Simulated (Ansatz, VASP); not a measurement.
# One calculation of CdS, two programs

```xyz
2
Lattice="0.0000 2.9268 2.9268 2.9268 0.0000 2.9268 2.9268 2.9268 0.0000" Properties=species:S:1:pos:R:3 pbc="T T T"
Cd    0.0000    0.0000    0.0000
S     4.3903    4.3903    4.3903
```

Alike in both runs: task single point; functional PBEsol; k mesh 6 × 6 × 6; non-collinear spin, spin-orbit coupling.

|  | VASP | Ansatz |
| --- | --- | --- |
| version | VASP 6.6.1 | Ansatz 0.2.0 |
| potentials or method | VASP PAW PBE potentials, release 64 (Cd, S), cutoff 520 eV | all-electron LAPW |
| occupations | gaussian, width 0.01 eV | fixed |

```csv
,VASP,Ansatz,Ansatz less VASP
pressure (GPa),-0.6,-0.9,-0.37
net moment per atom (μB),0.00,0.00,0.000
```

VASP's potentials were made for PBE, not for PBEsol. Ansatz ran all-electron here, and VASP with PAW potentials.
